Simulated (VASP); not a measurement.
Input of a VASP 6.6.1 run:

File POSCAR:

```
HfC
1.0
    0.0000000000      2.2935772291      2.2935772291
    2.2935772291      0.0000000000      2.2935772291
    2.2935772291      2.2935772291      0.0000000000
Hf C
1 1
Direct
    0.5000000000      0.5000000000      0.5000000000
    0.0000000000      0.0000000000      0.0000000000
```

The input INCAR.step1:

```
SYSTEM = HfC
PREC = Accurate
ENCUT = 520
EDIFF = 1E-5
ISMEAR = -1
SIGMA = 0.05
LREAL = .False.
LASPH = .True.
NELM = 100
ALGO = Normal
ISIF = 2
LWAVE = .True.
LCHARG = .False.
GGA = PE
NBANDS = 14
```

Contents of INCAR.step2:

```
SYSTEM = HfC
PREC = Accurate
ENCUT = 520
EDIFF = 1E-7
ISMEAR = -1
SIGMA = 0.05
LREAL = .False.
LASPH = .True.
NELM = 100
ALGO = Normal
ISIF = 2
LWAVE = .False.
LCHARG = .False.
GGA = PE
LHFCALC = .True.
AEXX = 0.25
PRECFOCK = Normal
ISTART = 1
NBANDS = 14
```

The input KPOINTS:

```
Automatic mesh
0
Gamma
  6 6 6
  0 0 0
```

Potentials or basis: VASP PAW PBE potentials, release 64 (Hf_pv, C).

Run with:

```console
$ cat potpaw_PBE.64/Hf_pv/POTCAR potpaw_PBE.64/C/POTCAR > POTCAR
$ cp INCAR.step1 INCAR
$ mpirun -np 1 vasp_std > vasp.out
$ cp INCAR.step2 INCAR
$ mpirun -np 1 vasp_std > vasp.out
```

What does it give for the band gap on the k mesh?

Zero (bands 7 and 8 overlap by 2.15 eV).

What does it give for the pressure?

6.0 GPa.

Caveat: the k points lie up to 0.40 Å⁻¹ apart, too coarse for converged energies and pressures of a metal; the PAW data sets were made with another functional, which shifts forces and pressure a little; spin-orbit coupling is left out, which moves the levels of the heavy elements.
